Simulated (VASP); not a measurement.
# Au: single point with PBEsol

Au:

```
Au
1.0
    -1.66613    1.69600    1.64060
     1.58029   -1.70760    1.56636
     1.60086    1.64233   -1.65220
Au
1
Direct
  0.00000 0.00000 0.00000
```

- Program: VASP 6.6.1
- Task: single point
- Functional: PBEsol
- Potentials or basis: VASP PAW PBE potentials, release 64 (Au)
- Cutoff: 500 eV
- k mesh: 14 × 14 × 14
- Occupations: gaussian, width 0.15 eV
- Spin: no spin polarisation
- Dipole correction: no
- Further INCAR settings: ALGO = Normal; EDIFF = 1e-06; NBANDS = 12

```json
{"Pressure": "1.0 GPa", "Band gap on the k mesh": "zero (an odd number of electrons rules out a gap without spin polarisation)"}
```

Stress tensor (GPa, compression positive):
```
0.44 2.92 3.53
2.92 1.48 2.55
3.53 2.55 1.03
```

Levels at points of the mesh, in eV from the Fermi level:
| k point | band 4 | band 5 | band 6 | band 7 | band 8 | band 9 |
| --- | --- | --- | --- | --- | --- | --- |
| (0.00, 0.00, 0.00) | -4.54 | -3.08 | -2.72 | 15.81 | 16.40 | 17.15 |
| (0.50, 0.00, 0.00) | -2.78 | -1.43 | -0.76 | 3.60 | 12.57 | 14.34 |
| (0.00, 0.50, 0.00) | -2.80 | -1.16 | -0.17 | 4.47 | 11.50 | 12.94 |
| (0.50, 0.50, 0.00) | -2.54 | -1.53 | -1.00 | 3.05 | 12.41 | 14.81 |
| (0.00, 0.00, 0.50) | -2.81 | -1.29 | -0.51 | 3.98 | 12.09 | 14.05 |
| (0.50, 0.00, 0.50) | -2.43 | -1.50 | -0.87 | 3.21 | 12.05 | 13.93 |
| (0.00, 0.50, 0.50) | -2.68 | -1.44 | -0.87 | 3.31 | 12.05 | 15.04 |
| (0.50, 0.50, 0.50) | -1.84 | -1.39 | 5.42 | 6.57 | 6.85 | 9.70 |

It took 3.4 min on 1 thread of Intel Xeon 8259CL, on a shared host, peak memory 0.36 GiB.

Caveat: the PAW data sets were made with another functional, which shifts forces and pressure a little; spin-orbit coupling is left out, which moves the levels of the heavy elements.
